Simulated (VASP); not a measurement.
# AlN (Pm-3m) in VASP: further runs

Aim: see how the results for AlN move with the level of theory and the settings. Levels: LDA, r2SCAN, HSE06. Tasks: single point.

Everything below comes from runs of VASP 6.6.1. Logs are shortened: lines on timing, memory, paths and dates and some standing lists are left out, and cuts for length are marked.

### Step 1. The cell of the first run

Symmetry: Pm-3m, No. 221, cubic system. Conventional cell: a = 2.585 Å, b = 2.585 Å, c = 2.585 Å, α = 90.00°, β = 90.00°, γ = 90.00°. Al (site symmetry m-3m) has 8 N at 2.24 Å and 6 Al at 2.59 Å within 3.0 Å. N (site symmetry m-3m) has 8 Al at 2.24 Å and 6 N at 2.59 Å within 3.0 Å.

### Step 2. Single point, LDA

File INCAR:

```
PREC = Accurate ; ENCUT = 520
EDIFF = 1E-7 ; ISMEAR = -1
SIGMA = 0.02 ; LREAL = F
LASPH = T ; NELM = 80
ALGO = Normal ; ISIF = 2
LWAVE = F ; LCHARG = T
LELF = T ; LVHAR = T
NBANDS = 11
```

File KPOINTS:

```
regular mesh
0
Gamma
  6 6 6
```

File POSCAR:

```
AlN
1.0
    2.5854596279      0.0000000000      0.0000000000
    0.0000000000      2.5854596279      0.0000000000
    0.0000000000      0.0000000000      2.5854596279
Al N
1 1
Direct
    0.0000000000      0.0000000000      0.0000000000
    0.5000000000      0.5000000000      0.5000000000
```

Potentials or basis: VASP PAW LDA potentials, release 64 (Al, N).

Launch:

```
cat potpaw_LDA.64/Al/POTCAR potpaw_LDA.64/N/POTCAR > POTCAR
mpirun -np 1 vasp_std > vasp.out
```

OUTCAR:

```text
PREC = Accurate
   ENCUT = 520
   EDIFF = 1E-7
   ISMEAR = -1
   LREAL = F
   LASPH = T
   NELM = 80
   ISIF = 2

 ion  position               nearest neighbor table
   1  0.000  0.000  0.000-   2 2.24   2 2.24   2 2.24   2 2.24   2 2.24   2 2.24   2 2.24   2 2.24

   2  0.500  0.500  0.500-   1 2.24   1 2.24   1 2.24   1 2.24   1 2.24   1 2.24   1 2.24   1 2.24

  LATTYP: Found a simple cubic cell.
 ALAT       =     2.5854596279

  Lattice vectors:

 A1 = (   2.5854596279,   0.0000000000,   0.0000000000)
 A2 = (   0.0000000000,   2.5854596279,   0.0000000000)
 A3 = (   0.0000000000,   0.0000000000,   2.5854596279)

Analysis of symmetry for initial positions (statically):
=====================================================================
 Subroutine PRICEL returns:
 Original cell was already a primitive cell.

 Routine SETGRP: Setting up the symmetry group for a
 simple cubic supercell.

 Subroutine GETGRP returns: Found 48 space group operations
 (whereof 48 operations were pure point group operations)
 out of a pool of 48 trial point group operations.

The static configuration has the point symmetry O_h .

Analysis of symmetry for dynamics (positions and initial velocities):
=====================================================================
 Subroutine PRICEL returns:
 Original cell was already a primitive cell.

 Routine SETGRP: Setting up the symmetry group for a
 simple cubic supercell.

 Subroutine GETGRP returns: Found 48 space group operations
 (whereof 48 operations were pure point group operations)
 out of a pool of 48 trial point group operations.

The dynamic configuration has the point symmetry O_h .

 Subroutine INISYM returns: Found 48 space group operations
 (whereof 48 operations are pure point group operations),
 and found     1 'primitive' translations

----------------------------------------------------------------------------------------

                                     Primitive cell

  volume of cell :      17.2828

  direct lattice vectors                    reciprocal lattice vectors
     2.585459628  0.000000000  0.000000000     0.386778424  0.000000000  0.000000000
     0.000000000  2.585459628  0.000000000     0.000000000  0.386778424  0.000000000
     0.000000000  0.000000000  2.585459628     0.000000000  0.000000000  0.386778424

  length of vectors
     2.585459628  2.585459628  2.585459628     0.386778424  0.386778424  0.386778424

  position of ions in fractional coordinates (direct lattice)
[... 80 lines left out ...]
   ISIF   =      2    stress and relaxation
   ISYM   =      2    0-nonsym 1-usesym 2-fastsym
   POTIM  = 0.5000    time-step for ionic-motion
   TEBEG  =    0.0;   TEEND  =   0.0 temperature during run
   PSTRESS=    0.0 pullay stress
   NELECT =       8.0000    total number of electrons
   NUPDOWN=      -1.0000    fix difference up-down
   EMIN   =  10.00;   EMAX   =-10.00  energy-range for DOS
   EFERMI =   0.00;   METHOD = LEGACY
   ISMEAR =    -1;   SIGMA  =   0.02  broadening in eV -4-tet -1-fermi 0-gaus
   EFERMI_NEDOS =   21; number of points for ismear=-14 and -15
   IALGO  =     38    algorithm
   IMIX   =      4    mixing-type and parameters
     AMIX     =   0.40;   BMIX     =  1.00
     AMIX_MAG =   1.60;   BMIX_MAG =  1.00
  volume/ion in A,a.u.               =       8.64        58.31
  Fermi-wavevector in a.u.,A,eV,Ry     =   1.266389  2.393128 21.820216  1.603741
  Thomas-Fermi vector in A             =   2.399592
   LORBIT       =      0    0 simple, 1 ext, 2 COOP (PROOUT), +10 PAW based schemes
   GGA     = CA    functional components
   LHFCALC =     F    Hartree Fock is set to
   AEXX    =    0.0000 exact exchange contribution
   IVDW    =     0    specifies the selected vdW correction
   LEPSILON=     F    determine dielectric tensor
   LRPA    =     F    only Hartree local field effects (RPA)
 non-spin polarized calculation
  energy-cutoff  :      520.00
  volume of cell :       17.28
 maximum number of plane-waves:       480
 NGX is ok and might be reduce to    20
   NGX =  9   NGY =  9   NGZ =  9

 number of electron       7.9999998 magnetization

 Free energy of the ion-electron system (eV)
  ---------------------------------------------------
  ext. energy  EPLUGINS =         0.00000000
  ---------------------------------------------------
  free energy    TOTEN  =       -13.01950125 eV

  energy without entropy =      -13.01746718  energy(sigma->0) =      -13.01848422

 E-fermi :  11.1985     XC(G=0): -12.4809

 val. band max:       10.9033889052   @ k =   0.3333   0.3333   0.0000
 cond. band min:      11.2059956952   @ k =   0.5000   0.3333   0.0000
 fundamental gap:      0.3026067900
 Fermi energy:        11.1985342341

 k-point     1 :       0.0000    0.0000    0.0000
  band No.  band energies     occupation
      1      -7.4716      2.00000
      2       9.3583      2.00000
      3       9.3583      2.00000
      4       9.3583      2.00000
      5      12.1215      0.00000
      6      17.1081      0.00000
      7      17.1081      0.00000
      8      26.6848      0.00000
      9      26.6848      0.00000
     10      26.6848      0.00000
     11      33.8854      0.00000
[... 253 lines left out ...]
 k-point    20 :       0.5000    0.5000    0.5000
  band No.  band energies     occupation
      1      -0.5913      2.00000
      2       5.8604      2.00000
      3       5.8604      2.00000
      4       5.8604      2.00000
      5      12.2806      0.00000
      6      12.2806      0.00000
      7      12.2806      0.00000
      8      18.4930      0.00000
      9      29.5586      0.00000
     10      29.5586      0.00000
     11      29.5586      0.00000

------------------------ aborting loop because EDIFF is reached ----------------------------------------

  FORCE on cell =-STRESS in cart. coord.  units (eV):
  Direction    XX          YY          ZZ          XY          YZ          ZX
  --------------------------------------------------------------------------------------
  -------------------------------------------------------------------------------------
  Total       -0.4670770     -0.4670770     -0.4670770     -0.0000000     -0.0000000      0.0000000
  in kB      -43.2997889    -43.2997889    -43.2997889     -0.0000000     -0.0000000      0.0000000
  external PRESSURE =     -43.2997889 kB  Pullay stress =       0.0000000 kB

 VOLUME and BASIS-vectors are now :
 -----------------------------------------------------------------------------
  energy-cutoff  :      520.00
  volume of cell :       17.28
      direct lattice vectors                 reciprocal lattice vectors
     2.585459628  0.000000000  0.000000000     0.386778424  0.000000000  0.000000000
     0.000000000  2.585459628  0.000000000     0.000000000  0.386778424  0.000000000
     0.000000000  0.000000000  2.585459628     0.000000000  0.000000000  0.386778424

 POSITION                                       TOTAL-FORCE (eV/Angst)
 -----------------------------------------------------------------------------------
      0.00000      0.00000      0.00000         0.000000      0.000000      0.000000
      1.29273      1.29273      1.29273         0.000000      0.000000      0.000000
 -----------------------------------------------------------------------------------
    total drift:                                0.000000      0.000000      0.000000

  FREE ENERGIE OF THE ION-ELECTRON SYSTEM (eV)
  ---------------------------------------------------
  free  energy   TOTEN  =       -13.0195012494 eV

  energy  without entropy=      -13.0174671840  energy(sigma->0) =      -13.01848422
```

Wall time 8.1 s (1 thread of Intel Xeon 6975P-C, shared host); peak memory 0.11 GiB.

What came out:

- Free energy: -13.0195 eV
- Pressure: -4.3 GPa
- Band gap on the k mesh: zero (band 4 reaches 11.21 eV, above the bottom of band 5 at 9.91 eV)

Caveat: the k points lie up to 0.41 Å⁻¹ apart.

### Step 3. Single point, r2SCAN

POSCAR is that of step 2.

File INCAR.step1:

```
SYSTEM = AlN
PREC = Accurate
ENCUT = 520
ISMEAR = -1
SIGMA = 0.02
LREAL = .FALSE.
LASPH = .TRUE.
NELM = 60
NBANDS = 11
GGA = PE
ALGO = Normal
EDIFF = 1E-4
LWAVE = .TRUE.
LCHARG = .FALSE.
```

File INCAR.step2:

```
SYSTEM = AlN
PREC = Accurate
ENCUT = 520
EDIFF = 1E-6
ISMEAR = -1
SIGMA = 0.02
LREAL = .FALSE.
LASPH = .TRUE.
NELM = 60
ALGO = Normal
ISIF = 2
LWAVE = .FALSE.
LCHARG = .FALSE.
METAGGA = R2SCAN
LMIXTAU = .TRUE.
NBANDS = 11
ISTART = 1
```

File KPOINTS:

```
regular mesh
0
G
  6 6 6
  0 0 0
```

Potentials or basis: VASP PAW PBE potentials, release 64 (Al, N).

Launch:

```
cat potpaw_PBE.64/Al/POTCAR potpaw_PBE.64/N/POTCAR > POTCAR
cp INCAR.step1 INCAR
mpirun -np 1 vasp_std > vasp.out
cp INCAR.step2 INCAR
mpirun -np 1 vasp_std > vasp.out
```

OUTCAR:

```text
SYSTEM = AlN
   PREC = Accurate
   ENCUT = 520
   EDIFF = 1E-6
   ISMEAR = -1
   LREAL = .FALSE.
   LASPH = .TRUE.
   NELM = 60
   ISIF = 2
   METAGGA = R2SCAN
   ISTART = 1

 ion  position               nearest neighbor table
   1  0.000  0.000  0.000-   2 2.24   2 2.24   2 2.24   2 2.24   2 2.24   2 2.24   2 2.24   2 2.24

   2  0.500  0.500  0.500-   1 2.24   1 2.24   1 2.24   1 2.24   1 2.24   1 2.24   1 2.24   1 2.24

  LATTYP: Found a simple cubic cell.
 ALAT       =     2.5854596279

  Lattice vectors:

 A1 = (   2.5854596279,   0.0000000000,   0.0000000000)
 A2 = (   0.0000000000,   2.5854596279,   0.0000000000)
 A3 = (   0.0000000000,   0.0000000000,   2.5854596279)

Analysis of symmetry for initial positions (statically):
=====================================================================
 Subroutine PRICEL returns:
 Original cell was already a primitive cell.

 Routine SETGRP: Setting up the symmetry group for a
 simple cubic supercell.

 Subroutine GETGRP returns: Found 48 space group operations
 (whereof 48 operations were pure point group operations)
 out of a pool of 48 trial point group operations.

The static configuration has the point symmetry O_h .

Analysis of symmetry for dynamics (positions and initial velocities):
=====================================================================
 Subroutine PRICEL returns:
 Original cell was already a primitive cell.

 Routine SETGRP: Setting up the symmetry group for a
 simple cubic supercell.

 Subroutine GETGRP returns: Found 48 space group operations
 (whereof 48 operations were pure point group operations)
 out of a pool of 48 trial point group operations.

The dynamic configuration has the point symmetry O_h .

 Subroutine INISYM returns: Found 48 space group operations
 (whereof 48 operations are pure point group operations),
[... 113 lines left out ...]
  Fermi-wavevector in a.u.,A,eV,Ry     =   1.266389  2.393128 21.820216  1.603741
  Thomas-Fermi vector in A             =   2.399592
   LORBIT       =      0    0 simple, 1 ext, 2 COOP (PROOUT), +10 PAW based schemes
   METAGGA = R2SCAN    functional components
   LHFCALC =     F    Hartree Fock is set to
   AEXX    =    0.0000 exact exchange contribution
   IVDW    =     0    specifies the selected vdW correction
   LEPSILON=     F    determine dielectric tensor
   LRPA    =     F    only Hartree local field effects (RPA)
 non-spin polarized calculation
  energy-cutoff  :      520.00
  volume of cell :       17.28
 maximum number of plane-waves:       480
 NGX is ok and might be reduce to    20
   NGX =  9   NGY =  9   NGZ =  9

 number of electron       7.9999999 magnetization

 Free energy of the ion-electron system (eV)
  ---------------------------------------------------
  ext. energy  EPLUGINS =         0.00000000
  ---------------------------------------------------
  free energy    TOTEN  =       -15.42080599 eV

  energy without entropy =      -15.41926566  energy(sigma->0) =      -15.42003582

 E-fermi :  11.4002     XC(G=0): -12.9331

 val. band max:       11.4002270876   @ k =   0.5000   0.3333   0.0000
 cond. band min:      11.7201880191   @ k =   0.5000   0.5000   0.0000
 fundamental gap:      0.3199609315
 Fermi energy:        11.4002270948

 k-point     1 :       0.0000    0.0000    0.0000
  band No.  band energies     occupation
      1      -8.4191      2.00000
      2       9.4664      2.00000
      3       9.4664      2.00000
      4       9.4664      2.00000
      5      12.6889      0.00000
      6      17.8737      0.00000
      7      17.8737      0.00000
      8      28.4643      0.00000
      9      28.4643      0.00000
     10      28.4643      0.00000
     11      35.3444      0.00000
[... 253 lines left out ...]
 k-point    20 :       0.5000    0.5000    0.5000
  band No.  band energies     occupation
      1      -1.6109      2.00000
      2       5.8064      2.00000
      3       5.8064      2.00000
      4       5.8064      2.00000
      5      12.9131      0.00000
      6      12.9131      0.00000
      7      12.9131      0.00000
      8      20.1427      0.00000
      9      31.2612      0.00000
     10      31.2612      0.00000
     11      31.2612      0.00000

------------------------ aborting loop because EDIFF is reached ----------------------------------------

  FORCE on cell =-STRESS in cart. coord.  units (eV):
  Direction    XX          YY          ZZ          XY          YZ          ZX
  --------------------------------------------------------------------------------------
  -------------------------------------------------------------------------------------
  Total       -0.1175488     -0.1175488     -0.1175488      0.0000000      0.0000000     -0.0000000
  in kB      -10.8972169    -10.8972169    -10.8972169      0.0000000      0.0000000     -0.0000000
  external PRESSURE =     -10.8972169 kB  Pullay stress =       0.0000000 kB

 VOLUME and BASIS-vectors are now :
 -----------------------------------------------------------------------------
  energy-cutoff  :      520.00
  volume of cell :       17.28
      direct lattice vectors                 reciprocal lattice vectors
     2.585459628  0.000000000  0.000000000     0.386778424  0.000000000  0.000000000
     0.000000000  2.585459628  0.000000000     0.000000000  0.386778424  0.000000000
     0.000000000  0.000000000  2.585459628     0.000000000  0.000000000  0.386778424

 POSITION                                       TOTAL-FORCE (eV/Angst)
 -----------------------------------------------------------------------------------
      0.00000      0.00000      0.00000         0.000000      0.000000      0.000000
      1.29273      1.29273      1.29273         0.000000      0.000000      0.000000
 -----------------------------------------------------------------------------------
    total drift:                                0.000000      0.000000      0.000000

  FREE ENERGIE OF THE ION-ELECTRON SYSTEM (eV)
  ---------------------------------------------------
  free  energy   TOTEN  =       -15.4208059878 eV

  energy  without entropy=      -15.4192656552  energy(sigma->0) =      -15.42003582
```

OSZICAR.step1:

```text
N       E                     dE             d eps       ncg     rms          rms(c)
DAV:   1     0.120644699908E+02    0.12064E+02   -0.38681E+03   440   0.612E+02
DAV:   2    -0.124656814061E+02   -0.24530E+02   -0.23298E+02   554   0.129E+02
DAV:   3    -0.131784789779E+02   -0.71280E+00   -0.71208E+00   534   0.217E+01
DAV:   4    -0.131805969984E+02   -0.21180E-02   -0.21179E-02   479   0.125E+00
DAV:   5    -0.131806150422E+02   -0.18044E-04   -0.18044E-04   514   0.110E-01    0.729E+00
DAV:   6    -0.114662491223E+02    0.17144E+01   -0.87787E+00   463   0.145E+01    0.227E+00
DAV:   7    -0.114457519134E+02    0.20497E-01   -0.12661E-01   461   0.327E+00    0.158E+00
DAV:   8    -0.114264405908E+02    0.19311E-01   -0.35862E-02   467   0.147E+00    0.477E-01
DAV:   9    -0.114253334944E+02    0.11071E-02   -0.25545E-03   487   0.344E-01    0.159E-01
DAV:  10    -0.114253340261E+02   -0.53171E-06   -0.34161E-04   450   0.124E-01
   1 F= -.11425334E+02 E0= -.11424532E+02  d E =-.160380E-02
```

Wall time 30 s (1 thread of Intel Xeon 6975P-C, shared host); peak memory 0.12 GiB.

Results:

```
Free energy            : -15.4208 eV
Pressure               : -1.1 GPa
Band gap on the k mesh : zero (band 4 reaches 11.40 eV, above the bottom of band 5 at 10.54 eV)
```

Levels at points of the mesh, in eV from the Fermi level:
| k point | band 1 | band 2 | band 3 | band 4 | band 5 | band 6 | band 7 | band 8 | band 9 |
| --- | --- | --- | --- | --- | --- | --- | --- | --- | --- |
| (0.00, 0.00, 0.00) | -19.82 | -1.93 | -1.93 | -1.93 | 1.29 | 6.47 | 6.47 | 17.06 | 17.06 |
| (0.50, 0.00, 0.00) | -17.08 | -10.97 | -0.82 | -0.82 | 5.07 | 8.27 | 10.36 | 12.65 | 12.65 |
| (0.50, 0.50, 0.00) | -14.92 | -8.01 | -8.01 | -1.40 | 0.32 | 10.37 | 10.37 | 12.75 | 15.60 |
| (0.50, 0.50, 0.50) | -13.01 | -5.59 | -5.59 | -5.59 | 1.51 | 1.51 | 1.51 | 8.74 | 19.86 |

Caveat: the k points lie up to 0.41 Å⁻¹ apart; the PAW data sets were made with another functional, which shifts forces and pressure a little.

(Part 1 of 2 ends here.)
